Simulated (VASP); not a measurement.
# HfBr (Pm-3m) in VASP: further runs, part 2 of 2

VASP 6.6.1. The steps go on from the part before.

## 4. Single point, PBE

This run uses another cell than the first one, of 20.79 Å³/atom, 1.038 times its volume.

INCAR

```
SYSTEM = HfBr
ALGO = Normal ; EDIFF = 1E-7
ENCUT = 520 ; GGA = PE
ISIF = 2 ; ISMEAR = 0
LASPH = .True. ; LCHARG = .False.
LREAL = .False. ; LWAVE = .False.
NBANDS = 16 ; NELM = 60
PREC = Accurate ; SIGMA = 0.1
```

KPOINTS

```
k-points
0
Gamma
  6 6 6
  0 0 0
```

POSCAR

```
HfBr
1.0
    3.4645445402      0.0000000000      0.0000000000
    0.0000000000      3.4645445402      0.0000000000
    0.0000000000      0.0000000000      3.4645445402
Hf Br
1 1
Direct
    0.0000000000      0.0000000000      0.0000000000
    0.5000000000      0.5000000000      0.5000000000
```

Potentials or basis: VASP PAW PBE potentials, release 64 (Hf_pv, Br).

On the command line:

```
cat potpaw_PBE.64/Hf_pv/POTCAR potpaw_PBE.64/Br/POTCAR > POTCAR
mpirun -np 1 vasp_std > vasp.out
```

OUTCAR:

```text
SYSTEM = HfBr
   EDIFF = 1E-7
   ENCUT = 520
   GGA = PE
   ISIF = 2
   ISMEAR = 0
   LASPH = .True.
   LREAL = .False.
   NELM = 60
   PREC = Accurate

 ion  position               nearest neighbor table
   1  0.000  0.000  0.000-   2 3.00   2 3.00   2 3.00   2 3.00   2 3.00   2 3.00   2 3.00   2 3.00

   2  0.500  0.500  0.500-   1 3.00   1 3.00   1 3.00   1 3.00   1 3.00   1 3.00   1 3.00   1 3.00

  LATTYP: Found a simple cubic cell.
 ALAT       =     3.4645445402

  Lattice vectors:

 A1 = (   3.4645445402,   0.0000000000,   0.0000000000)
 A2 = (   0.0000000000,   3.4645445402,   0.0000000000)
 A3 = (   0.0000000000,   0.0000000000,   3.4645445402)

Analysis of symmetry for initial positions (statically):
=====================================================================
 Subroutine PRICEL returns:
 Original cell was already a primitive cell.

 Routine SETGRP: Setting up the symmetry group for a
 simple cubic supercell.

 Subroutine GETGRP returns: Found 48 space group operations
 (whereof 48 operations were pure point group operations)
 out of a pool of 48 trial point group operations.

The static configuration has the point symmetry O_h .

Analysis of symmetry for dynamics (positions and initial velocities):
=====================================================================
 Subroutine PRICEL returns:
 Original cell was already a primitive cell.

 Routine SETGRP: Setting up the symmetry group for a
 simple cubic supercell.

 Subroutine GETGRP returns: Found 48 space group operations
 (whereof 48 operations were pure point group operations)
 out of a pool of 48 trial point group operations.

The dynamic configuration has the point symmetry O_h .

 Subroutine INISYM returns: Found 48 space group operations
 (whereof 48 operations are pure point group operations),
 and found     1 'primitive' translations

----------------------------------------------------------------------------------------
[... 107 lines left out ...]
     AMIX     =   0.40;   BMIX     =  1.00
     AMIX_MAG =   1.60;   BMIX_MAG =  1.00
  volume/ion in A,a.u.               =      20.79       140.32
  Fermi-wavevector in a.u.,A,eV,Ry     =   1.215006  2.296028 20.085450  1.476239
  Thomas-Fermi vector in A             =   2.350407
   LORBIT       =      0    0 simple, 1 ext, 2 COOP (PROOUT), +10 PAW based schemes
   GGA     = PE    functional components
   LHFCALC =     F    Hartree Fock is set to
   AEXX    =    0.0000 exact exchange contribution
   IVDW    =     0    specifies the selected vdW correction
   LEPSILON=     F    determine dielectric tensor
   LRPA    =     F    only Hartree local field effects (RPA)
 non-spin polarized calculation
 Gauss-broadening in eV      SIGMA  =   0.10
  energy-cutoff  :      520.00
  volume of cell :       41.59
 maximum number of plane-waves:      1141
 NGX is ok and might be reduce to    28
   NGX = 13   NGY = 13   NGZ = 13

 number of electron      16.9999996 magnetization

 Free energy of the ion-electron system (eV)
  ---------------------------------------------------
  ext. energy  EPLUGINS =         0.00000000
  ---------------------------------------------------
  free energy    TOTEN  =       -11.09087329 eV

  energy without entropy =      -11.06568936  energy(sigma->0) =      -11.07828133

 E-fermi :   7.3614     XC(G=0): -11.0786

 val. band max:        7.3510304206   @ k =   0.3333   0.0000   0.0000
 cond. band min:       7.4362586651   @ k =   0.3333   0.1667   0.0000
 fundamental gap:      0.0852282445
 Fermi energy:         7.3614263892

 k-point     1 :       0.0000    0.0000    0.0000
  band No.  band energies     occupation
      1     -24.5662      2.00000
      2     -24.5662      2.00000
      3     -24.5662      2.00000
      4     -11.7226      2.00000
      5       2.0628      2.00000
      6       2.0628      2.00000
[... 357 lines left out ...]
      3     -24.7039      2.00000
      4     -10.2569      2.00000
      5      -0.8498      2.00000
      6      -0.8498      2.00000
[... 8 lines left out ...]
     15      11.2653      0.00000
     16      12.8155      0.00000

------------------------ aborting loop because EDIFF is reached ----------------------------------------

  FORCE on cell =-STRESS in cart. coord.  units (eV):
  Direction    XX          YY          ZZ          XY          YZ          ZX
  --------------------------------------------------------------------------------------
  -------------------------------------------------------------------------------------
  Total       -0.1770444     -0.1770444     -0.1770444      0.0000000     -0.0000000     -0.0000000
  in kB       -6.8210997     -6.8210997     -6.8210997      0.0000000     -0.0000000     -0.0000000
  external PRESSURE =      -6.8210997 kB  Pullay stress =       0.0000000 kB

 VOLUME and BASIS-vectors are now :
 -----------------------------------------------------------------------------
  energy-cutoff  :      520.00
  volume of cell :       41.59
      direct lattice vectors                 reciprocal lattice vectors
     3.464544540  0.000000000  0.000000000     0.288638229  0.000000000  0.000000000
     0.000000000  3.464544540  0.000000000     0.000000000  0.288638229  0.000000000
     0.000000000  0.000000000  3.464544540     0.000000000  0.000000000  0.288638229

 POSITION                                       TOTAL-FORCE (eV/Angst)
 -----------------------------------------------------------------------------------
      0.00000      0.00000      0.00000         0.000000      0.000000      0.000000
      1.73227      1.73227      1.73227         0.000000      0.000000      0.000000
 -----------------------------------------------------------------------------------
    total drift:                               -0.000000      0.000000      0.000000

  FREE ENERGIE OF THE ION-ELECTRON SYSTEM (eV)
  ---------------------------------------------------
  free  energy   TOTEN  =       -11.0908732928 eV

  energy  without entropy=      -11.0656893618  energy(sigma->0) =      -11.07828133
```

Run time: 9.6 s. Hardware: 1 thread of Intel Xeon 6975P-C (Granite Rapids), shared host; peak memory 0.16 GiB.

Results:

- Free energy: -11.0909 eV
- Pressure: -0.7 GPa

Levels at points of the mesh, in eV from the Fermi level:
```tsv
k point	band 5	band 6	band 7	band 8	band 9	band 10	band 11	band 12
(0.00, 0.00, 0.00)	-5.30	-5.30	-5.30	-2.63	-2.63	-2.40	1.96	1.96
(0.50, 0.00, 0.00)	-9.50	-5.60	-5.60	-1.57	1.90	2.03	2.43	2.90
(0.50, 0.50, 0.00)	-7.78	-7.78	-4.59	-3.25	-0.42	0.09	0.09	3.76
(0.50, 0.50, 0.50)	-8.21	-8.21	-8.21	1.39	1.39	1.39	3.57	3.57
```

Caveat: spin-orbit coupling is left out, which moves the levels of the heavy elements; an odd number of electrons without spin polarisation forces a metal; a magnetic or distorted state may lie lower.

## 5. Relaxation of cell and atoms, PBE

This run uses another cell than the first one, of 28.46 Å³/atom, 1.421 times its volume.

INCAR

```
ALGO = Normal
EDIFF = 1E-6
EDIFFG = -0.04
ENCUT = 600
GGA = PE
IBRION = 2
ISIF = 3
ISMEAR = 0
LASPH = True
LCHARG = False
LREAL = False
LWAVE = False
NELM = 60
NSW = 90
PREC = Accurate
SIGMA = 0.1
```

KPOINTS

```
k-points
0
Gamma
  4 4 4
```

POSCAR

```
HfBr
1.0
    3.8467591000      0.0000000000      0.0000000000
    0.0000000000      3.8467591000      0.0000000000
    0.0000000000      0.0000000000      3.8467591000
Hf Br
1 1
Direct
    0.0000000000      0.0000000000      0.0000000000
    0.5000000000      0.5000000000      0.5000000000
```

On the command line:

```
cat potpaw_PBE.64/Hf_pv/POTCAR potpaw_PBE.64/Br/POTCAR > POTCAR
mpirun -np 1 vasp_std > vasp.out
```

Run time: 13 s. Hardware: 1 thread of Intel Xeon 6975P-C (Granite Rapids), shared host; peak memory 0.18 GiB.

It converged, with:

| Quantity | Value |
| --- | --- |
| Free energy | -11.1844 eV |
| Relaxed volume | 19.80 Å³/atom |
| Relaxed cell | a = 3.409 Å, b = 3.409 Å, c = 3.409 Å, α = 90.00°, β = 90.00°, γ = 90.00° |
| Space group after relaxing (to 0.05 Å) | Pm-3m (No. 221) |
| Energy gained by relaxing | 415.2 meV/atom |
| Ionic steps | 3 |
| Pressure after relaxing | 0.0 GPa |

The path:
| step | energy change (eV) | largest force (eV/Å) | pressure (GPa) | volume (Å³) |
| --- | --- | --- | --- | --- |
| 1 | 0.0000 | 0.0000 | -11.77 | 56.92 |
| 2 | -0.8145 | 0.0000 | -2.62 | 41.37 |
| 3 | -0.8304 | 0.0000 | 0.02 | 39.61 |

Final structure:
```xyz
2
Lattice="3.4087 0.0000 0.0000 0.0000 3.4087 0.0000 0.0000 0.0000 3.4087" Properties=species:S:1:pos:R:3 pbc="T T T"
Hf    0.0000    0.0000    0.0000
Br    1.7044    1.7044    1.7044
```

Levels at points of the mesh, in eV from the Fermi level:
```csv
k point,band 5,band 6,band 7,band 8,band 9,band 10,band 11,band 12
"(0.00, 0.00, 0.00)",-5.25,-5.25,-5.25,-2.57,-2.57,-1.92,2.34,2.34
"(0.50, 0.00, 0.00)",-9.67,-5.60,-5.60,-1.39,2.36,2.51,2.88,3.40
"(0.50, 0.50, 0.00)",-7.86,-7.86,-4.52,-3.12,-0.14,0.31,0.31,4.34
"(0.50, 0.50, 0.50)",-8.37,-8.37,-8.37,1.68,1.68,1.68,4.15,4.15
```

Caveat: the k points lie up to 0.46 Å⁻¹ apart in the final cell; the volume moved by over 15 % at a fixed basis, so the end points are rough; spin-orbit coupling is left out, which moves the levels of the heavy elements; an odd number of electrons without spin polarisation forces a metal; a magnetic or distorted state may lie lower.

## 6. Overview

| task | cell | k mesh | cutoff (eV) | gap on the mesh (eV) | pressure (GPa) |
| --- | --- | --- | --- | --- | --- |
| single point | a = 3.422 Å, 2 atoms | 4 × 4 × 4 | 520 | none | -0.8 |
| single point | a = 3.847 Å, 2 atoms | 4 × 4 × 4 | 520 | none | -11.8 |
| single point | a = 3.465 Å, 2 atoms | 6 × 6 × 6 | 520 | none | -0.7 |
| relaxation of cell and atoms | relaxed from a = 3.847 Å, 2 atoms | 4 × 4 × 4 | 600 | none | 0.0 |

Alike in all rows: level PBE; potentials or basis VASP PAW PBE potentials, release 64 (Hf_pv, Br); no spin polarisation; smearing gaussian 0.1 eV.

Caveats: some runs use coarse meshes; spin-orbit coupling is left out, which moves the levels of the heavy elements; an odd number of electrons without spin polarisation forces a metal; a magnetic or distorted state may lie lower; the volume moved by over 15 % at a fixed basis, so the end points are rough (some runs).

Total energies depend on the potentials used, so only differences within one code and one set of settings carry meaning.
